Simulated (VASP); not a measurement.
Wanted: the native input for a VASP 6.6.1 run.

* Task: relaxation of cell and atoms
* Functional: PBE
* Potentials or basis: VASP PAW PBE potentials, release 64 (V_sv, H)
* Cutoff: 600 eV
* k mesh: 6 × 6 × 6
* Occupations: gaussian, width 0.1 eV
* Spin: collinear spin, ferromagnetic start
* Starting moments: [1.95, 1.95, 0.0, 0.0, 0.0, 0.0, 0.0, 0.0] μB
* Dipole correction: no
* Further INCAR settings: ALGO = Normal; EDIFF = 1e-07; IBRION = 2; EDIFFG = -0.04; NSW = 90; ISIF = 3

The structure of VH3 lies in POSCAR:

```
VH3
1.0
    4.4944731697      0.0000000000      0.0000000000
   -2.2472365848      3.8923279416      0.0000000000
    0.0000000000      0.0000000000      3.6075081813
V H
2 6
Direct
    0.3333333333      0.6666666667      0.2500000000
    0.6666666667      0.3333333333      0.7500000000
    0.8330000000      0.6660000000      0.2500000000
    0.1670000000      0.8330000000      0.7500000000
    0.3340000000      0.1670000000      0.2500000000
    0.1670000000      0.3340000000      0.7500000000
    0.8330000000      0.1670000000      0.2500000000
    0.6660000000      0.8330000000      0.7500000000
```

The input as run:

INCAR

```
SYSTEM = VH3
PREC = Accurate
ENCUT = 600
EDIFF = 1E-7
ISMEAR = 0
SIGMA = 0.1
LREAL = .FALSE.
LASPH = .TRUE.
NELM = 150
ALGO = Normal
ISIF = 3
LWAVE = .FALSE.
LCHARG = .FALSE.
ISPIN = 2
MAGMOM = 1.95 1.95 0 0 0 0 0 0
LORBIT = 11
LMAXMIX = 4
GGA = PE
IBRION = 2
NSW = 90
EDIFFG = -0.04
```

KPOINTS

```
regular mesh
0
G
  6 6 6
  0 0 0
```

Potentials or basis: VASP PAW PBE potentials, release 64 (V_sv, H).

Run with:

```console
$ cat potpaw_PBE.64/V_sv/POTCAR potpaw_PBE.64/H/POTCAR > POTCAR
$ mpirun -np 1 vasp_std > vasp.out
```

Results of the run:

```json
{"Relaxed volume": "5.44 Å³/atom", "Relaxed cell": "a = 4.164 Å, b = 4.164 Å, c = 2.897 Å, α = 90.00°, β = 90.00°, γ = 120.00°", "Space group after relaxing (to 0.1 Å)": "P6_3/mmc (No. 194)", "Pressure after relaxing": "0.0 GPa", "Largest force after relaxing": "0.025 eV/Å", "Band gap on the k mesh": "zero (filled and empty bands overlap)", "Net moment": "0.00 μB per cell", "Valence electrons inside the program's atomic spheres": "V 11.67; H 0.54"}
```

Caveat: the volume moved by over 15 % at a fixed basis, so the end points are rough.

Wall time 24 min on 1 thread of Intel Xeon 8259CL (shared host), peak memory 0.28 GiB.
